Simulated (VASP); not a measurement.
# Ga (P6/mmm) in VASP: notebook

Ga is run at these levels: PBE; tasks: single point.

All numbers are computed with VASP 6.6.1; they aren't measurements. Logs are shortened: lines on timing, memory, paths and dates and some standing lists are left out, and cuts for length are marked.

## 1. The cell of the first run

Symmetry: P6/mmm, No. 191, hexagonal system. The conventional cell has a = 2.335 Å, b = 2.335 Å, c = 2.257 Å, α = 90.00°, β = 90.00°, γ = 120.00°. Ga (site symmetry 6/mmm) has 8 Ga at 2.26 to 2.33 Å within 3.0 Å.

## 2. Single point, PBE (volume scaled by 0.55)

File INCAR:

```
SYSTEM = Ga
  ALGO = Normal
  EDIFF = 1E-6
  ENCUT = 520
  GGA = PE
  ISIF = 2
  ISMEAR = -1
  LASPH = .TRUE.
  LCHARG = .FALSE.
  LREAL = .FALSE.
  LWAVE = .FALSE.
  NBANDS = 12
  NELM = 100
  PREC = Accurate
  SIGMA = 0.05
```

File KPOINTS:

```
k-points
0
G
  17 17 15
  0 0 0
```

File POSCAR:

```
Ga
1.0
    2.3349176698      0.0000000000      0.0000000000
   -1.1674588349      2.0220980178      0.0000000000
    0.0000000000      0.0000000000      2.2573550916
Ga
1
Direct
    0.0000000000      0.0000000000      0.0000000000
```

Potentials or basis: VASP PAW PBE potentials, release 64 (Ga_d).

Launch:

```
$ cat potpaw_PBE.64/Ga_d/POTCAR > POTCAR
$ mpirun -np 1 vasp_std > vasp.out
```

OUTCAR:

```text
SYSTEM = Ga
   EDIFF = 1E-6
   ENCUT = 520
   GGA = PE
   ISIF = 2
   ISMEAR = -1
   LASPH = .TRUE.
   LREAL = .FALSE.
   NELM = 100
   PREC = Accurate

 ion  position               nearest neighbor table
   1  0.000  0.000  0.000-

  LATTYP: Found a hexagonal cell.
 ALAT       =     2.3349176698
 C/A-ratio  =     0.9667814505

  Lattice vectors:

 A1 = (   2.3349176698,   0.0000000000,   0.0000000000)
 A2 = (  -1.1674588349,   2.0220980178,   0.0000000000)
 A3 = (   0.0000000000,   0.0000000000,   2.2573550916)

Analysis of symmetry for initial positions (statically):
=====================================================================
 Subroutine PRICEL returns:
 Original cell was already a primitive cell.

 Routine SETGRP: Setting up the symmetry group for a
 hexagonal supercell.

 Subroutine GETGRP returns: Found 24 space group operations
 (whereof 24 operations were pure point group operations)
 out of a pool of 24 trial point group operations.

The static configuration has the point symmetry D_6h.

Analysis of symmetry for dynamics (positions and initial velocities):
=====================================================================
 Subroutine PRICEL returns:
 Original cell was already a primitive cell.

 Routine SETGRP: Setting up the symmetry group for a
 hexagonal supercell.

 Subroutine GETGRP returns: Found 24 space group operations
 (whereof 24 operations were pure point group operations)
 out of a pool of 24 trial point group operations.

The dynamic configuration has the point symmetry D_6h.

 Subroutine INISYM returns: Found 24 space group operations
 (whereof 24 operations are pure point group operations),
 and found     1 'primitive' translations

----------------------------------------------------------------------------------------

                                     Primitive cell

  volume of cell :      10.6579

  direct lattice vectors                    reciprocal lattice vectors
     2.334917670  0.000000000  0.000000000     0.428280625  0.247267934  0.000000000
    -1.167458835  2.022098018  0.000000000     0.000000000  0.494535869  0.000000000
     0.000000000  0.000000000  2.257355092     0.000000000  0.000000000  0.442996321

  length of vectors
     2.334917670  2.334917670  2.257355092     0.494535869  0.494535869  0.442996321

  position of ions in fractional coordinates (direct lattice)
     0.000000000  0.000000000  0.000000000

  ion indices of the primitive-cell ions
   primitive index   ion index
                 1           1

[... 81 lines left out ...]
   PSTRESS=    0.0 pullay stress
   NELECT =      13.0000    total number of electrons
   NUPDOWN=      -1.0000    fix difference up-down
   EMIN   =  10.00;   EMAX   =-10.00  energy-range for DOS
   EFERMI =   0.00;   METHOD = LEGACY
   ISMEAR =    -1;   SIGMA  =   0.05  broadening in eV -4-tet -1-fermi 0-gaus
   EFERMI_NEDOS =   21; number of points for ismear=-14 and -15
   IALGO  =     38    algorithm
   IMIX   =      4    mixing-type and parameters
     AMIX     =   0.40;   BMIX     =  1.00
     AMIX_MAG =   1.60;   BMIX_MAG =  1.00
  volume/ion in A,a.u.               =      10.66        71.92
  Fermi-wavevector in a.u.,A,eV,Ry     =   1.749167  3.305447 41.628207  3.059587
  Thomas-Fermi vector in A             =   2.820133
   LORBIT       =      0    0 simple, 1 ext, 2 COOP (PROOUT), +10 PAW based schemes
   GGA     = PE    functional components
   LHFCALC =     F    Hartree Fock is set to
   AEXX    =    0.0000 exact exchange contribution
   IVDW    =     0    specifies the selected vdW correction
   LEPSILON=     F    determine dielectric tensor
   LRPA    =     F    only Hartree local field effects (RPA)
 non-spin polarized calculation
  energy-cutoff  :      520.00
  volume of cell :       10.66
 maximum number of plane-waves:       302
 NGX is ok and might be reduce to    18
   NGX =  9   NGY =  9   NGZ =  9

 number of electron      13.0000004 magnetization

 Free energy of the ion-electron system (eV)
  ---------------------------------------------------
  ext. energy  EPLUGINS =         0.00000000
  ---------------------------------------------------
  free energy    TOTEN  =        -0.89235363 eV

  energy without entropy =       -0.88918065  energy(sigma->0) =       -0.89076714

 E-fermi :  12.2602     XC(G=0): -14.1685

 val. band max:       12.2559774125   @ k =   0.2941   0.1765   0.0667
 cond. band min:      12.2627528507   @ k =   0.3529   0.1765   0.3333
 fundamental gap:      0.0067754382
 Fermi energy:        12.2601988745

 k-point     1 :       0.0000    0.0000    0.0000
  band No.  band energies     occupation
      1      -4.7724      2.00000
      2      -4.0888      2.00000
      3      -3.8519      2.00000
      4      -3.8519      2.00000
      5      -2.9115      2.00000
      6      -2.9115      2.00000
      7      24.6029      0.00000
      8      28.8457      0.00000
      9      31.6557      0.00000
     10      31.6558      0.00000
     11      32.1323      0.00000
     12      35.3495      0.00000
[... 331 lines left out ...]
 k-point    24 :       0.1765    0.1765    0.0000
  band No.  band energies     occupation
      1      -4.4178      2.00000
      2      -4.1373      2.00000
      3      -3.4864      2.00000
      4      -3.2530      2.00000
      5      -3.0228      2.00000
      6      -0.2000      2.00000
      7      17.9010      0.00000
      8      18.0943      0.00000
      9      28.7737      0.00000
     10      31.5809      0.00000
     11      36.1698      0.00000
     12      39.2734      0.00000

 [... further k-points ...]

------------------------ aborting loop because EDIFF is reached ----------------------------------------

  FORCE on cell =-STRESS in cart. coord.  units (eV):
  Direction    XX          YY          ZZ          XY          YZ          ZX
  --------------------------------------------------------------------------------------
  -------------------------------------------------------------------------------------
  Total        8.5799733      8.5799733      8.5875194      0.0000000      0.0000000     -0.0000000
  in kB     1289.8014494   1289.8014494   1290.9358409      0.0000000      0.0000000     -0.0000000
  external PRESSURE =    1290.1795799 kB  Pullay stress =       0.0000000 kB

 VOLUME and BASIS-vectors are now :
 -----------------------------------------------------------------------------
  energy-cutoff  :      520.00
  volume of cell :       10.66
      direct lattice vectors                 reciprocal lattice vectors
     2.334917670  0.000000000  0.000000000     0.428280625  0.247267934  0.000000000
    -1.167458835  2.022098018  0.000000000     0.000000000  0.494535869  0.000000000
     0.000000000  0.000000000  2.257355092     0.000000000  0.000000000  0.442996321

 POSITION                                       TOTAL-FORCE (eV/Angst)
 -----------------------------------------------------------------------------------
      0.00000      0.00000      0.00000        -0.000000      0.000000      0.000000
 -----------------------------------------------------------------------------------
    total drift:                               -0.000000      0.000000      0.000000

  FREE ENERGIE OF THE ION-ELECTRON SYSTEM (eV)
  ---------------------------------------------------
  free  energy   TOTEN  =        -0.8923536348 eV

  energy  without entropy=       -0.8891806504  energy(sigma->0) =       -0.89076714
```

stdout:

```text
POSCAR found type information on POSCAR Ga
 POSCAR found :  1 types and       1 ions
 scaLAPACK will be used
 LDA part: xc-table for (Slater+PW92), standard interpolation
 POSCAR, INCAR and KPOINTS ok, starting setup
 FFT: planning ... GRIDC
 FFT: planning ... GRID_SOFT
 FFT: planning ... GRID
 WAVECAR not read
 entering main loop
```

Wall time 12 s (1 thread of Intel Xeon 6975P-C (Granite Rapids), shared host); peak memory 0.14 GiB.

What came out:

```
Free energy : -0.8924 eV
Pressure    : 129.0 GPa
```

Caveat: the cell differs from its parent crystal (volume scaled by 0.55).

## 3. Single point, PBE

This run uses another cell than the first one, of 12.60 Å³/atom, 1.182 times its volume.

File INCAR:

```
SYSTEM = Ga
PREC = Accurate
ENCUT = 520
EDIFF = 1E-6
ISMEAR = -1
SIGMA = 0.05
LREAL = .FALSE.
LASPH = .TRUE.
NELM = 60
ALGO = Normal
ISIF = 2
LWAVE = .FALSE.
LCHARG = .FALSE.
GGA = PE
NBANDS = 12
```

File KPOINTS:

```
regular mesh
0
G
  17 17 15
  0 0 0
```

File POSCAR:

```
Ga
1.0
    2.4693257828      0.0000000000      0.0000000000
   -1.2346628914      2.1384988582      0.0000000000
    0.0000000000      0.0000000000      2.3852665042
Ga
1
Direct
    0.0000000000      0.0000000000      0.0000000000
```

Potentials or basis: VASP PAW PBE potentials, release 64 (Ga_d).

Launch:

```
$ cat potpaw_PBE.64/Ga_d/POTCAR > POTCAR
$ mpirun -np 1 vasp_std > vasp.out
```

Wall time 16 s (1 thread of Intel Xeon 6975P-C (Granite Rapids), shared host); peak memory 0.14 GiB.

It converged, with:

```
Free energy : -2.0009 eV
Pressure    : 62.4 GPa
```

Stress tensor (GPa, compression positive):
```
62.40  0.00  0.00
 0.00 62.40  0.00
 0.00  0.00 62.25
```

Levels at points of the mesh, in eV from the Fermi level:
```tsv
k point	band 3	band 4	band 5	band 6	band 7	band 8	band 9	band 10
(0.00, 0.00, 0.00)	-15.56	-14.89	-14.89	-14.51	11.11	14.91	16.91	16.91
```
